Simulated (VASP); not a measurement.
Input of a VASP 6.6.1 run:

INCAR

```
PREC     = Accurate       # precision mode
ENCUT    = 520            # plane-wave cutoff, eV
EDIFF    = 1E-6           # SCF threshold, eV
ISMEAR   = 0              # smearing method
SIGMA    = 0.1            # smearing width, eV
LREAL    = F              # projectors in reciprocal space
LASPH    = T              # aspherical terms in the spheres
NELM     = 150            # most SCF steps
ALGO     = Normal         # electronic algorithm
ISIF     = 2              # what is computed and relaxed
LWAVE    = F              # write WAVECAR
LCHARG   = F              # write CHGCAR
ISPIN    = 2              # spin polarisation
MAGMOM   = 4 0 0 0 0      # initial moments
LORBIT   = 11             # projections on sites
LMAXMIX  = 4              # l up to which the mixer works
GGA      = PE             # functional
NBANDS   = 20             # bands
```

KPOINTS

```
regular mesh
0
Gamma
  6 6 6
```

Contents of POSCAR:

```
MnH4
1.0
    3.5468657000      0.0000000000      0.0000000000
    0.0000000000      3.5468657000      0.0000000000
    0.0000000000      0.0000000000      3.5468657000
Mn H
1 4
Direct
    0.5000000000      0.5000000000      0.5000000000
    0.0000000000      0.0000000000      0.0000000000
    0.5000000000      0.5000000000      0.0000000000
    0.5000000000      0.0000000000      0.5000000000
    0.0000000000      0.5000000000      0.5000000000
```

Potentials or basis: VASP PAW PBE potentials, release 64 (Mn_pv, H).

The run is started by

```sh
$ cat potpaw_PBE.64/Mn_pv/POTCAR potpaw_PBE.64/H/POTCAR > POTCAR
$ mpirun -np 1 vasp_std > vasp.out
```

**Question.** Predict the band gap on the k mesh.

**Answer.** Zero (filled and empty bands overlap).

**Question.** What does it give for the pressure?

**Answer.** -5.5 GPa.

**Question.** Estimate the net moment.

**Answer.** 3.03 μB per cell.

**Question.** What does it give for the site moments?

**Answer.** Mn +3.75; H -0.32, -0.05 (each value once) μB.

Caveat: the cell stands under tension.
